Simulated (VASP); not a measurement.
# TiAl3 (I4/mmm) in VASP: single point with PBEsol

Aim: the single point of TiAl3 with PBEsol.

Program: VASP 6.6.1. These are calculated values, not measurements. Logs are shortened: lines on timing, memory, paths and dates and some standing lists are left out, and cuts for length are marked.

## Step 1: The cell of the first run

The structure is tetragonal, space group I4/mmm (No. 139). The conventional cell has a = 3.948 Å, b = 3.948 Å, c = 23.690 Å, α = 90.00°, β = 90.00°, γ = 90.00°. Within 3.7 Å of Ti (site symmetry 4mm) lie 12 Al at 2.79 Å. Ti (site symmetry 4/mmm) has 12 Al at 2.79 Å within 3.7 Å. Al (site symmetry -4m2) has 4 Ti at 2.79 Å and 8 Al at 2.79 Å within 3.7 Å. Within 3.7 Å of Al (site symmetry 2mm) lie 8 Al at 2.79 Å and 4 Ti at 2.79 Å. Within 3.7 Å of Al (site symmetry 4mm) lie 4 Ti at 2.79 Å and 8 Al at 2.79 Å. Al (site symmetry 4/mmm) has 8 Al at 2.79 Å and 4 Ti at 2.79 Å within 3.7 Å.

## Step 2: Single point, PBEsol (the part above a cut slid along it)

INCAR

```
  ALGO = Normal
  EDIFF = 1E-6
  ENCUT = 500
  GGA = PS
  GGA_COMPAT = F
  ISIF = 2
  ISMEAR = 0
  ISYM = 0
  KPAR = 4
  LASPH = T
  LCHARG = T
  LREAL = F
  LVHAR = T
  LWAVE = F
  NBANDS = 44
  NELM = 120
  PREC = Accurate
  SIGMA = 0.15
```

KPOINTS

```
k-points
0
Gamma
  12 12 4
```

POSCAR

```
TiAl3
1.0
    0.0000000000     -3.9483448101      0.0000000000
    0.0000000000      0.0000000000     -3.9483448101
   11.8450344303     -1.9741724050      1.9741724050
Ti Al
3 9
Direct
   -0.0416666667      1.0416666667      0.0833333333
   -0.2083333333      1.2083333333      0.4166666667
   -0.3750000000      1.3750000000      0.7500000000
    0.0416666667      0.4583333333      0.9166666667
    0.3750000000      0.1250000000      0.2500000000
    0.2083333333      0.2916666667      0.5833333333
   -0.4583333333      0.9583333333      0.9166666667
   -0.1250000000      0.6250000000      0.2500000000
   -0.2916666667      0.7916666667      0.5833333333
    0.1250000000      0.8750000000      0.7500000000
    0.4583333333      0.5416666667      0.0833333333
    0.2916666667      0.7083333333      0.4166666667
```

Potentials or basis: VASP PAW PBE potentials, release 64 (Ti_sv, Al).

Launch:

```bash
$ cat potpaw_PBE.64/Ti_sv/POTCAR potpaw_PBE.64/Al/POTCAR > POTCAR
$ mpirun -np 4 vasp_std > vasp.out
```

OUTCAR:

```text
EDIFF = 1E-6
   ENCUT = 500
   GGA = PS
   ISIF = 2
   ISMEAR = 0
   ISYM = 0
   LASPH = T
   LREAL = F
   NELM = 120
   PREC = Accurate

 ion  position               nearest neighbor table
   1  0.958  0.042  0.083-   4 2.79   7 2.79   7 2.79   4 2.79  11 2.79  11 2.79  11 2.79  11 2.79
                             8 2.79   5 2.79   5 2.79   8 2.79
   2  0.792  0.208  0.417-   6 2.79   9 2.79   9 2.79   6 2.79  12 2.79  12 2.79  12 2.79  12 2.79
                             5 2.79   8 2.79   8 2.79   5 2.79
   3  0.625  0.375  0.750-  10 2.79  10 2.79  10 2.79  10 2.79   7 2.79   4 2.79   6 2.79   9 2.79
                             7 2.79   9 2.79   4 2.79   6 2.79
   4  0.042  0.458  0.917-   1 2.79  11 2.79   1 2.79  11 2.79   7 2.79   7 2.79   7 2.79   7 2.79
                            10 2.79   3 2.79   3 2.79  10 2.79
   5  0.375  0.125  0.250-   8 2.79   8 2.79   8 2.79   8 2.79  11 2.79   2 2.79   1 2.79  12 2.79
                             1 2.79  11 2.79  12 2.79   2 2.79
   6  0.208  0.292  0.583-   2 2.79  12 2.79   2 2.79  12 2.79   9 2.79   9 2.79   9 2.79   9 2.79
                            10 2.79   3 2.79   3 2.79  10 2.79
   7  0.542  0.958  0.917-   1 2.79  11 2.79  11 2.79   1 2.79   4 2.79   4 2.79   4 2.79   4 2.79
                            10 2.79   3 2.79   3 2.79  10 2.79
   8  0.875  0.625  0.250-   5 2.79   5 2.79   5 2.79   5 2.79   2 2.79  11 2.79  12 2.79   1 2.79
                             1 2.79  11 2.79  12 2.79   2 2.79
   9  0.708  0.792  0.583-   2 2.79  12 2.79  12 2.79   2 2.79   6 2.79   6 2.79   6 2.79   6 2.79
                            10 2.79   3 2.79   3 2.79  10 2.79
  10  0.125  0.875  0.750-   3 2.79   3 2.79   3 2.79   3 2.79   6 2.79   9 2.79   7 2.79   4 2.79
                             6 2.79   7 2.79   9 2.79   4 2.79
  11  0.458  0.542  0.083-   4 2.79   7 2.79   4 2.79   7 2.79   1 2.79   1 2.79   1 2.79   1 2.79
                             8 2.79   5 2.79   8 2.79   5 2.79
  12  0.292  0.708  0.417-   6 2.79   9 2.79   6 2.79   9 2.79   2 2.79   2 2.79   2 2.79   2 2.79
                             5 2.79   8 2.79   5 2.79   8 2.79

IMPORTANT INFORMATION: All symmetrisations will be switched off!
NOSYMM: (Re-)initialisation of all symmetry stuff for point group C_1.

----------------------------------------------------------------------------------------

                                     Primitive cell

  volume of cell :     184.6573

  direct lattice vectors                    reciprocal lattice vectors
     0.000000000 -3.948344810  0.000000000    -0.042211781 -0.253270686  0.000000000
     0.000000000  0.000000000 -3.948344810     0.042211781  0.000000000 -0.253270686
    11.845034430 -1.974172405  1.974172405     0.084423562  0.000000000  0.000000000

  length of vectors
     3.948344810  3.948344810 12.169616018     0.256764240  0.256764240  0.084423562

  position of ions in fractional coordinates (direct lattice)
     0.958333333  0.041666667  0.083333333
     0.791666667  0.208333333  0.416666667
     0.625000000  0.375000000  0.750000000
     0.041666667  0.458333333  0.916666667
     0.375000000  0.125000000  0.250000000
     0.208333333  0.291666667  0.583333333
     0.541666667  0.958333333  0.916666667
     0.875000000  0.625000000  0.250000000
     0.708333333  0.791666667  0.583333333
     0.125000000  0.875000000  0.750000000
     0.458333333  0.541666667  0.083333333
     0.291666667  0.708333333  0.416666667

  ion indices of the primitive-cell ions
   primitive index   ion index
                 1           1
                 2           2
                 3           3
                 4           4
                 5           5
                 6           6
                 7           7
                 8           8
                 9           9
                10          10
                11          11
                12          12

----------------------------------------------------------------------------------------

 KPOINTS: k-points

Automatic generation of k-mesh.
 Grid dimensions read from file:
 generate k-points for:   12   12    4

 Generating k-lattice:

  Cartesian coordinates                     Fractional coordinates (reciprocal lattice)
    -0.003517648 -0.021105891  0.000000000     0.083333333  0.000000000  0.000000000
     0.003517648  0.000000000 -0.021105891     0.000000000  0.083333333  0.000000000
     0.021105891  0.000000000  0.000000000     0.000000000  0.000000000  0.250000000

  Length of vectors
[... 22 lines left out ...]
 -----------------------------------------------------------------------------

 WARNING: IBZKPT: internal override: KBLOWUP is changed to .FALSE.
      ... skipping the blow-up phase ...

 Subroutine IBZKPT returns following result:
 ===========================================

 Found    292 irreducible k-points:

 Following reciprocal coordinates:
            Coordinates               Weight
  0.000000  0.000000  0.000000      1.000000
  0.083333  0.000000 -0.000000      2.000000
  0.166667  0.000000 -0.000000      2.000000
  0.250000  0.000000 -0.000000      2.000000
  0.333333  0.000000  0.000000      2.000000
  0.416667  0.000000 -0.000000      2.000000
[... 16 lines left out ...]
  0.250000  0.166667  0.000000      2.000000
  0.333333  0.166667  0.000000      2.000000
 [... further k-points ...]
   k-points           NKPTS =    292   k-points in BZ     NKDIM =    292   number of bands    NBANDS=     44
   number of dos      NEDOS =    301   number of ions     NIONS =     12
   total plane-waves  NPLWV =  81000
   dimension x,y,z NGX =    30 NGY =   30 NGZ =   90
   dimension x,y,z NGXF=    60 NGYF=   60 NGZF=  180
   ions per type =               3   9
   NGX,Y,Z   is equivalent  to a cutoff of  12.63, 12.63, 12.29 a.u.
   NGXF,Y,Z  is equivalent  to a cutoff of  25.26, 25.26, 24.59 a.u.
 SYSTEM =  unknown system
   PREC   = accura    normal or accurate (medium, high low for compatibility)
   ISTART =      0    job   : 0-new  1-cont  2-samecut
   ICHARG =      2    charge: 1-file 2-atom 10-const
   ISPIN  =      1    spin polarized calculation?
   LNONCOLLINEAR =      F non collinear calculations
   LSORBIT =      F    spin-orbit coupling
   LASPH  =      T    aspherical Exc in radial PAW
   ENCUT  =  500.0 eV  36.75 Ry    6.06 a.u.   7.20  7.20 22.19*2*pi/ulx,y,z
   NELM   =    120;   NELMIN=  2; NELMDL= -5     # of ELM steps
   EDIFF  = 0.1E-05   stopping-criterion for ELM
   LREAL  =      F    real-space projection
   EDIFFG = 0.1E-04   stopping-criterion for IOM
   NSW    =      0    number of steps for IOM
   IBRION =     -1    ionic relax: 0-MD 1-quasi-New 2-CG
   NFREE  =      0    steps in history (QN), initial steepest desc. (CG)
   ISIF   =      2    stress and relaxation
   ISYM   =      0    0-nonsym 1-usesym 2-fastsym
   POTIM  = 0.5000    time-step for ionic-motion
   TEBEG  =    0.0;   TEEND  =   0.0 temperature during run
   PSTRESS=    0.0 pullay stress
   NELECT =      63.0000    total number of electrons
   NUPDOWN=      -1.0000    fix difference up-down
   EMIN   =  10.00;   EMAX   =-10.00  energy-range for DOS
   EFERMI =   0.00;   METHOD = LEGACY
   ISMEAR =     0;   SIGMA  =   0.15  broadening in eV -4-tet -1-fermi 0-gaus
   EFERMI_NEDOS =   21; number of points for ismear=-14 and -15
   IALGO  =     38    algorithm
   IMIX   =      4    mixing-type and parameters
     AMIX     =   0.40;   BMIX     =  1.00
     AMIX_MAG =   1.60;   BMIX_MAG =  1.00
  volume/ion in A,a.u.               =      15.39       103.84
  Fermi-wavevector in a.u.,A,eV,Ry     =   1.143930  2.161715 17.804261  1.308576
  Thomas-Fermi vector in A             =   2.280624
   LORBIT       =      0    0 simple, 1 ext, 2 COOP (PROOUT), +10 PAW based schemes
   GGA     = PS    functional components
   LHFCALC =     F    Hartree Fock is set to
   AEXX    =    0.0000 exact exchange contribution
   IVDW    =     0    specifies the selected vdW correction
   LEPSILON=     F    determine dielectric tensor
   LRPA    =     F    only Hartree local field effects (RPA)
 non-spin polarized calculation
 Gauss-broadening in eV      SIGMA  =   0.15
  energy-cutoff  :      500.00
  volume of cell :      184.66
 maximum number of plane-waves:      4718
 NGX is ok and might be reduce to    30
   NGX = 15   NGY = 15   NGZ = 45

 number of electron      62.9999993 magnetization

 Free energy of the ion-electron system (eV)
  ---------------------------------------------------
  ext. energy  EPLUGINS =         0.00000000
  ---------------------------------------------------
  free energy    TOTEN  =       -66.34030993 eV

  energy without entropy =      -66.28105994  energy(sigma->0) =      -66.31068493

 E-fermi :   8.9298     XC(G=0): -10.9385

 val. band max:        8.9292393219   @ k =   0.1667   0.3333   0.2500
 cond. band min:       8.9339686035   @ k =   0.0000  -0.2500   0.2500
 fundamental gap:      0.0047292816
 Fermi energy:         8.9297855880

 k-point     1 :       0.0000    0.0000    0.0000
  band No.  band energies     occupation
      1     -47.7740      2.00000
      2     -47.5447      2.00000
      3     -47.5445      2.00000
      4     -24.1946      2.00000
      5     -24.1776      2.00000
      6     -24.1772      2.00000
[... 1093 lines left out ...]
     42      11.4868      0.00000
     43      11.5348      0.00000

 [... further k-points ...]

 [bands above 43 left out]

------------------------ aborting loop because EDIFF is reached ----------------------------------------

  FORCE on cell =-STRESS in cart. coord.  units (eV):
  Direction    XX          YY          ZZ          XY          YZ          ZX
  --------------------------------------------------------------------------------------
  -------------------------------------------------------------------------------------
  Total        6.8043011     -2.3208240     -2.3208290      0.0009800     -0.0022940     -0.0009796
  in kB       59.0374553    -20.1366077    -20.1366514      0.0085026     -0.0199036     -0.0084993
  external PRESSURE =       6.2547321 kB  Pullay stress =       0.0000000 kB

 VOLUME and BASIS-vectors are now :
 -----------------------------------------------------------------------------
  energy-cutoff  :      500.00
  volume of cell :      184.66
      direct lattice vectors                 reciprocal lattice vectors
     0.000000000 -3.948344810  0.000000000    -0.042211781 -0.253270686  0.000000000
     0.000000000  0.000000000 -3.948344810     0.042211781  0.000000000 -0.253270686
    11.845034430 -1.974172405  1.974172405     0.084423562  0.000000000  0.000000000

 POSITION                                       TOTAL-FORCE (eV/Angst)
 -----------------------------------------------------------------------------------
      0.98709     -3.94834     -0.00000         1.457325     -0.000053      0.000055
      4.93543     -3.94834      0.00000         0.000054     -0.000001      0.000002
      8.88378     -3.94834     -0.00000        -1.457411      0.000055     -0.000055
     10.85795     -1.97417      0.00000        -0.000177     -0.000031     -0.000031
      2.96126     -1.97417     -0.00000        -0.040149     -0.000101      0.000181
      6.90960     -1.97417     -0.00000         0.040332      0.000101     -0.000182
     10.85795     -3.94834     -1.97417        -0.000176      0.000031      0.000030
      2.96126     -3.94834     -1.97417        -0.040149     -0.000181      0.000100
      6.90960     -3.94834     -1.97417         0.040332      0.000181     -0.000101
      8.88378     -1.97417     -1.97417         0.147948      0.000033     -0.000033
      0.98709     -1.97417     -1.97417        -0.147919     -0.000033      0.000033
      4.93543     -1.97417     -1.97417        -0.000009     -0.000000     -0.000000
 -----------------------------------------------------------------------------------
    total drift:                                0.000070      0.000000      0.000003

  FREE ENERGIE OF THE ION-ELECTRON SYSTEM (eV)
  ---------------------------------------------------
  free  energy   TOTEN  =       -66.3403099284 eV

  energy  without entropy=      -66.2810599394  energy(sigma->0) =      -66.31068493
```

Run time: 15 min. Hardware: 4 MPI ranks of Oxide Virtual Turin-like, shared host; peak memory 1.5 GiB.

Results:

```
Free energy            : -66.3403 eV
Pressure               : 0.6 GPa
Largest force          : 1.457 eV/Å
Band gap on the k mesh : zero (an odd number of electrons rules out a gap without spin polarisation)
```

Forces in eV/Å, atoms in the order of the input:
```
Ti   1.457  0.000  0.000
Ti   0.000  0.000  0.000
Ti  -1.457  0.000  0.000
Al   0.000  0.000  0.000
Al  -0.040  0.000  0.000
Al   0.040  0.000  0.000
Al   0.000  0.000  0.000
Al  -0.040  0.000  0.000
Al   0.040  0.000  0.000
Al   0.148  0.000  0.000
Al  -0.148  0.000  0.000
Al   0.000  0.000  0.000
```

Caveat: the cell differs from its parent crystal (the part above a cut slid along it); the stress differs along the axes, from -2 to 6 GPa; the PAW data sets were made with another functional, which shifts forces and pressure a little.
